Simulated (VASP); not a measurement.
# Ga (Cmce) in VASP: a series of runs

Ga is run at these levels: PBE; tasks: relaxation of shape and atoms at fixed volume.

Program: VASP 6.6.1. These are calculated values, not measurements. Logs are shortened: lines on timing, memory, paths and dates and some standing lists are left out, and cuts for length are marked.

### 1 The cell of the first run

The structure is orthorhombic, space group Cmce (No. 64). The conventional cell has a = 4.556 Å, b = 7.689 Å, c = 4.548 Å, α = 90.00°, β = 90.00°, γ = 90.00°. Within 3.3 Å of Ga (site symmetry m) lie 7 Ga at 2.52 to 2.80 Å.

### 2 Relaxation of shape and atoms at fixed volume, PBE (19.92 Å³/atom)

INCAR reads:

```
PREC = Accurate ; ENCUT = 600
EDIFF = 1E-6 ; ISMEAR = 0
SIGMA = 0.05 ; LREAL = False
LASPH = True ; NELM = 60
ALGO = Fast ; ISIF = 4
LWAVE = False ; LCHARG = False
GGA = PE ; IBRION = 2
NSW = 60 ; EDIFFG = -0.01
```

KPOINTS reads:

```
Automatic mesh
0
Gamma
  10 10 10
```

POSCAR reads:

```
Ga
1.0
    2.2779156075     -3.8445349108      0.0000000000
    2.2779156075      3.8445349108      0.0000000000
    0.0000000000      0.0000000000      4.5483451367
Ga
4
Direct
    0.8435821433      0.1564178567      0.0823639114
    0.6564178567      0.3435821433      0.5823639114
    0.1564178567      0.8435821433      0.9176360886
    0.3435821433      0.6564178567      0.4176360886
```

Potentials or basis: VASP PAW PBE potentials, release 64 (Ga_d).

The run is started by

```bash
> cat potpaw_PBE.64/Ga_d/POTCAR > POTCAR
> mpirun -np 1 vasp_std > vasp.out
```

OUTCAR:

```text
PREC = Accurate
   ENCUT = 600
   EDIFF = 1E-6
   ISMEAR = 0
   LREAL = False
   LASPH = True
   NELM = 60
   ISIF = 4
   GGA = PE
   IBRION = 2
   NSW = 60
   EDIFFG = -0.01

 ion  position               nearest neighbor table
   1  0.844  0.156  0.082-   3 2.52   2 2.69   2 2.69   4 2.74   4 2.74   3 2.80   3 2.80
   2  0.656  0.344  0.582-   4 2.52   1 2.69   1 2.69   3 2.74   3 2.74   4 2.80   4 2.80
   3  0.156  0.844  0.918-   1 2.52   4 2.69   4 2.69   2 2.74   2 2.74   1 2.80   1 2.80
   4  0.344  0.656  0.418-   2 2.52   3 2.69   3 2.69   1 2.74   1 2.74   2 2.80   2 2.80

  LATTYP: Found a base centered orthorhombic cell.
 ALAT       =     4.5558312150
 B/A-ratio  =     1.6877424687
 C/A-ratio  =     0.9983568139

  Lattice vectors:

 A1 = (   2.2779156075,  -3.8445349108,   0.0000000000)
 A2 = (   2.2779156075,   3.8445349108,   0.0000000000)
 A3 = (   0.0000000000,   0.0000000000,   4.5483451367)

Analysis of symmetry for initial positions (statically):
=====================================================================
 Subroutine PRICEL returns:
 Original cell was already a primitive cell.

 Routine SETGRP: Setting up the symmetry group for a
 base centered orthorhombic supercell.

 Subroutine GETGRP returns: Found  8 space group operations
 (whereof  4 operations were pure point group operations)
 out of a pool of  8 trial point group operations.

The static configuration has the point symmetry C_2h.
 The point group associated with its full space group is D_2h.

Analysis of symmetry for dynamics (positions and initial velocities):
=====================================================================
 Subroutine PRICEL returns:
 Original cell was already a primitive cell.

 Routine SETGRP: Setting up the symmetry group for a
 base centered orthorhombic supercell.

 Subroutine GETGRP returns: Found  8 space group operations
 (whereof  4 operations were pure point group operations)
 out of a pool of  8 trial point group operations.

The dynamic configuration has the point symmetry C_2h.
 The point group associated with its full space group is D_2h.

 Subroutine INISYM returns: Found  8 space group operations
 (whereof  4 operations are pure point group operations),
 and found     1 'primitive' translations

----------------------------------------------------------------------------------------

                                     Primitive cell

  volume of cell :      79.6645

  direct lattice vectors                    reciprocal lattice vectors
     2.277915608 -3.844534911  0.000000000     0.219498913 -0.130054743  0.000000000
     2.277915608  3.844534911  0.000000000     0.219498913  0.130054743  0.000000000
     0.000000000  0.000000000  4.548345137     0.000000000  0.000000000  0.219860184

  length of vectors
     4.468707665  4.468707665  4.548345137     0.255135276  0.255135276  0.219860184

  position of ions in fractional coordinates (direct lattice)
     0.843582143  0.156417857  0.082363911
     0.656417857  0.343582143  0.582363911
     0.156417857  0.843582143  0.917636089
     0.343582143  0.656417857  0.417636089

  ion indices of the primitive-cell ions
   primitive index   ion index
                 1           1
                 2           2
                 3           3
                 4           4

----------------------------------------------------------------------------------------

 KPOINTS: Automatic mesh

Automatic generation of k-mesh.
 Grid dimensions read from file:
 generate k-points for:   10   10   10

 Generating k-lattice:

  Cartesian coordinates                     Fractional coordinates (reciprocal lattice)
     0.021949891 -0.013005474  0.000000000     0.100000000  0.000000000  0.000000000
     0.021949891  0.013005474  0.000000000     0.000000000  0.100000000  0.000000000
     0.000000000  0.000000000  0.021986018     0.000000000  0.000000000  0.100000000

  Length of vectors
     0.025513528  0.025513528  0.021986018

  Shift w.r.t. Gamma in fractional coordinates (k-lattice)
     0.000000000  0.000000000  0.000000000

 Subroutine IBZKPT returns following result:
 ===========================================

 Found    186 irreducible k-points:

 Following reciprocal coordinates:
            Coordinates               Weight
  0.000000  0.000000  0.000000      1.000000
  0.100000  0.000000  0.000000      4.000000
  0.200000  0.000000  0.000000      4.000000
  0.300000  0.000000  0.000000      4.000000
  0.400000  0.000000  0.000000      4.000000
  0.500000  0.000000  0.000000      2.000000
[... 16 lines left out ...]
  0.300000  0.300000  0.000000      2.000000
  0.400000  0.300000  0.000000      4.000000
 [... further k-points ...]
   k-points           NKPTS =    186   k-points in BZ     NKDIM =    186   number of bands    NBANDS=     31
   number of dos      NEDOS =    301   number of ions     NIONS =      4
   total plane-waves  NPLWV =  46656
   dimension x,y,z NGX =    36 NGY =   36 NGZ =   36
   dimension x,y,z NGXF=    72 NGYF=   72 NGZF=   72
   ions per type =               4
   NGX,Y,Z   is equivalent  to a cutoff of  13.39, 13.39, 13.16 a.u.
   NGXF,Y,Z  is equivalent  to a cutoff of  26.79, 26.79, 26.32 a.u.
 SYSTEM =  unknown system
   PREC   = accura    normal or accurate (medium, high low for compatibility)
   ISTART =      0    job   : 0-new  1-cont  2-samecut
   ICHARG =      2    charge: 1-file 2-atom 10-const
   ISPIN  =      1    spin polarized calculation?
   LNONCOLLINEAR =      F non collinear calculations
   LSORBIT =      F    spin-orbit coupling
   LASPH  =      T    aspherical Exc in radial PAW
   ENCUT  =  600.0 eV  44.10 Ry    6.64 a.u.   8.93  8.93  9.08*2*pi/ulx,y,z
   NELM   =     60;   NELMIN=  2; NELMDL= -5     # of ELM steps
   EDIFF  = 0.1E-05   stopping-criterion for ELM
   LREAL  =      F    real-space projection
   EDIFFG = -.1E-01   stopping-criterion for IOM
   NSW    =     60    number of steps for IOM
   IBRION =      2    ionic relax: 0-MD 1-quasi-New 2-CG
   NFREE  =      1    steps in history (QN), initial steepest desc. (CG)
   ISIF   =      4    stress and relaxation
   ISYM   =      2    0-nonsym 1-usesym 2-fastsym
   POTIM  = 0.5000    time-step for ionic-motion
   TEBEG  =    0.0;   TEEND  =   0.0 temperature during run
   PSTRESS=    0.0 pullay stress
   NELECT =      52.0000    total number of electrons
   NUPDOWN=      -1.0000    fix difference up-down
   EMIN   =  10.00;   EMAX   =-10.00  energy-range for DOS
   EFERMI =   0.00;   METHOD = LEGACY
   ISMEAR =     0;   SIGMA  =   0.05  broadening in eV -4-tet -1-fermi 0-gaus
   EFERMI_NEDOS =   21; number of points for ismear=-14 and -15
   IALGO  =     68    algorithm
   IMIX   =      4    mixing-type and parameters
     AMIX     =   0.40;   BMIX     =  1.00
     AMIX_MAG =   1.60;   BMIX_MAG =  1.00
  volume/ion in A,a.u.               =      19.92       134.40
  Fermi-wavevector in a.u.,A,eV,Ry     =   1.420107  2.683613 27.438913  2.016703
  Thomas-Fermi vector in A             =   2.541057
   LORBIT       =      0    0 simple, 1 ext, 2 COOP (PROOUT), +10 PAW based schemes
   GGA     = PE    functional components
   LHFCALC =     F    Hartree Fock is set to
   AEXX    =    0.0000 exact exchange contribution
   IVDW    =     0    specifies the selected vdW correction
   LEPSILON=     F    determine dielectric tensor
   LRPA    =     F    only Hartree local field effects (RPA)
 conjugate gradient relaxation of ions
 non-spin polarized calculation
 RMM-DIIS sequential band-by-band and
 Gauss-broadening in eV      SIGMA  =   0.05
  energy-cutoff  :      600.00
  volume of cell :       79.66
 maximum number of plane-waves:      2678
   NGX = 17   NGY = 17   NGZ = 19

--------------------------------------- Ionic step        1  -------------------------------------------

 number of electron      52.0000007 magnetization

 Free energy of the ion-electron system (eV)
  ---------------------------------------------------
  ext. energy  EPLUGINS =         0.00000000
  ---------------------------------------------------
  free energy    TOTEN  =       -11.62135876 eV

  energy without entropy =      -11.62013735  energy(sigma->0) =      -11.62074806

------------------------ aborting loop because EDIFF is reached ----------------------------------------

  FORCE on cell =-STRESS in cart. coord.  units (eV):
  Direction    XX          YY          ZZ          XY          YZ          ZX
  --------------------------------------------------------------------------------------
  -------------------------------------------------------------------------------------
  Total        0.5793598      0.6019164      0.5426673      0.0000000      0.0000000      0.0000000
  in kB       11.6518296     12.1054773     10.9138844      0.0000000      0.0000000      0.0000000
  external PRESSURE =      11.5570638 kB  Pullay stress =       0.0000000 kB

 VOLUME and BASIS-vectors are now :
 -----------------------------------------------------------------------------
  energy-cutoff  :      600.00
  volume of cell :       79.66
      direct lattice vectors                 reciprocal lattice vectors
     2.277915608 -3.844534911  0.000000000     0.219498913 -0.130054743  0.000000000
     2.277915608  3.844534911  0.000000000     0.219498913  0.130054743  0.000000000
     0.000000000  0.000000000  4.548345137     0.000000000  0.000000000  0.219860184

 POSITION                                       TOTAL-FORCE (eV/Angst)
 -----------------------------------------------------------------------------------
      2.27792     -2.64183      0.37462         0.000000     -0.018781      0.001552
      2.27792     -1.20271      2.64879         0.000000      0.018781      0.001552
      2.27792      2.64183      4.17373         0.000000      0.018781     -0.001552
      2.27792      1.20271      1.89955         0.000000     -0.018781     -0.001552
 -----------------------------------------------------------------------------------
    total drift:                               -0.000000     -0.000000     -0.000000

  FREE ENERGIE OF THE ION-ELECTRON SYSTEM (eV)
  ---------------------------------------------------
  free  energy   TOTEN  =       -11.6213587614 eV

  energy  without entropy=      -11.6201373546  energy(sigma->0) =      -11.62074806

--------------------------------------- Ionic step        2  -------------------------------------------

 number of electron      52.0000005 magnetization

 Free energy of the ion-electron system (eV)
  ---------------------------------------------------
  ext. energy  EPLUGINS =         0.00000000
  ---------------------------------------------------
  free energy    TOTEN  =       -11.62143463 eV

  energy without entropy =      -11.62022777  energy(sigma->0) =      -11.62083120

 E-fermi :   4.8374     XC(G=0): -10.5651

 val. band max:        4.8295429172   @ k =  -0.2000   0.2000   0.4000
 cond. band min:       4.8400365376   @ k =  -0.2000   0.2000   0.2000
 fundamental gap:      0.0104936204
 Fermi energy:         4.8373881369

 k-point     1 :       0.0000    0.0000    0.0000
  band No.  band energies     occupation
      1     -10.2385      2.00000
      2     -10.2322      2.00000
      3     -10.2018      2.00000
      4     -10.1849      2.00000
      5     -10.1638      2.00000
      6     -10.1440      2.00000
[... 23 lines left out ...]
     30       9.8250      0.00000
     31      10.1824      0.00000

 k-point     2 :       0.1000    0.0000    0.0000
  band No.  band energies     occupation
      1     -10.2401      2.00000
      2     -10.2281      2.00000
      3     -10.2043      2.00000
      4     -10.1890      2.00000
      5     -10.1578      2.00000
      6     -10.1408      2.00000
[... 740 lines left out ...]
 k-point    24 :       0.4000    0.3000    0.0000
  band No.  band energies     occupation
      1     -10.2827      2.00000
      2     -10.2456      2.00000
      3     -10.2200      2.00000
      4     -10.1690      2.00000
      5     -10.1522      2.00000
      6     -10.1316      2.00000
[... 23 lines left out ...]
     30       7.3066      0.00000
     31       9.3158      0.00000

 [... further k-points ...]

------------------------ aborting loop because EDIFF is reached ----------------------------------------

  FORCE on cell =-STRESS in cart. coord.  units (eV):
  Direction    XX          YY          ZZ          XY          YZ          ZX
  --------------------------------------------------------------------------------------
  -------------------------------------------------------------------------------------
  Total        0.5474217      0.5760743      0.5278004      0.0000000     -0.0000000      0.0000000
  in kB       11.0095044     11.5857532     10.6148888      0.0000000     -0.0000000      0.0000000
  external PRESSURE =      11.0700488 kB  Pullay stress =       0.0000000 kB

 VOLUME and BASIS-vectors are now :
 -----------------------------------------------------------------------------
  energy-cutoff  :      600.00
  volume of cell :       79.66
      direct lattice vectors                 reciprocal lattice vectors
     2.278045160 -3.845799457  0.000000000     0.219486430 -0.130011979  0.000000000
     2.278045160  3.845799457  0.000000000     0.219486430  0.130011979  0.000000000
     0.000000000  0.000000000  4.546591005     0.000000000  0.000000000  0.219945009

 POSITION                                       TOTAL-FORCE (eV/Angst)
 -----------------------------------------------------------------------------------
      2.27805     -2.64360      0.37455         0.000000     -0.007853      0.001597
      2.27805     -1.20220      2.64785         0.000000      0.007853      0.001597
      2.27805      2.64360      4.17204         0.000000      0.007853     -0.001597
      2.27805      1.20220      1.89875         0.000000     -0.007853     -0.001597
 -----------------------------------------------------------------------------------
    total drift:                                0.000000     -0.000000     -0.000000

  FREE ENERGIE OF THE ION-ELECTRON SYSTEM (eV)
  ---------------------------------------------------
  free  energy   TOTEN  =       -11.6214346277 eV

  energy  without entropy=      -11.6202277715  energy(sigma->0) =      -11.62083120

 reached required accuracy - stopping structural energy minimisation
```

It took 9.8 min on 1 thread of Oxide Virtual Turin-like, shared host; peak memory 0.48 GiB.

Results:

```yaml
Free_energy: -11.6214 eV
Energy_gained_by_relaxing: 0.0 meV/atom
Ionic_steps: 2
Pressure_after_relaxing: 1.1 GPa
Largest_force_after_relaxing: 0.008 eV/Å
Band_gap_on_the_k_mesh: zero (bands 26 and 27 overlap by 1.33 eV)
```

Forces in eV/Å, atoms in the order of the input:
```
Ga   0.000 -0.008  0.002
Ga   0.000  0.008  0.002
Ga   0.000  0.008 -0.002
Ga   0.000 -0.008 -0.002
```

Final structure:
```cif
data_structure
_symmetry_space_group_name_H-M 'P 1'
_symmetry_Int_Tables_number 1
_cell_length_a 4.4699
_cell_length_b 4.4699
_cell_length_c 4.5466
_cell_angle_alpha 90.000
_cell_angle_beta 90.000
_cell_angle_gamma 118.720
_cell_volume 79.66
loop_
_atom_site_label
_atom_site_type_symbol
_atom_site_fract_x
_atom_site_fract_y
_atom_site_fract_z
_atom_site_occupancy
Ga1 Ga 0.84370 0.15630 0.08238 1
Ga2 Ga 0.65630 0.34370 0.58238 1
Ga3 Ga 0.15630 0.84370 0.91762 1
Ga4 Ga 0.34370 0.65630 0.41762 1
```

Levels at points of the mesh, in eV from the Fermi level:
```tsv
k point	band 22	band 23	band 24	band 25	band 26	band 27	band 28	band 29	band 30	band 31
(0.00, 0.00, 0.00)	-4.16	-3.62	-1.81	-1.66	-0.63	0.95	0.98	1.15	4.99	5.35
(0.50, 0.00, 0.00)	-8.46	-3.37	-3.37	-1.26	-1.26	0.79	0.79	4.12	4.12	5.33
(0.50, 0.50, 0.00)	-7.08	-4.16	-3.17	-1.69	-1.44	1.16	1.33	3.26	3.79	4.28
(0.00, 0.00, 0.50)	-9.04	-0.24	-0.24	0.05	0.05	0.12	0.12	2.11	2.11	3.94
(0.50, 0.00, 0.50)	-7.06	-6.13	-6.13	-1.43	-1.43	0.59	0.59	7.07	7.09	7.77
(0.50, 0.50, 0.50)	-7.44	-5.23	-5.23	-1.19	-1.19	-0.92	-0.92	6.65	6.65	7.79
```

(Part 1 of 2 ends here.)
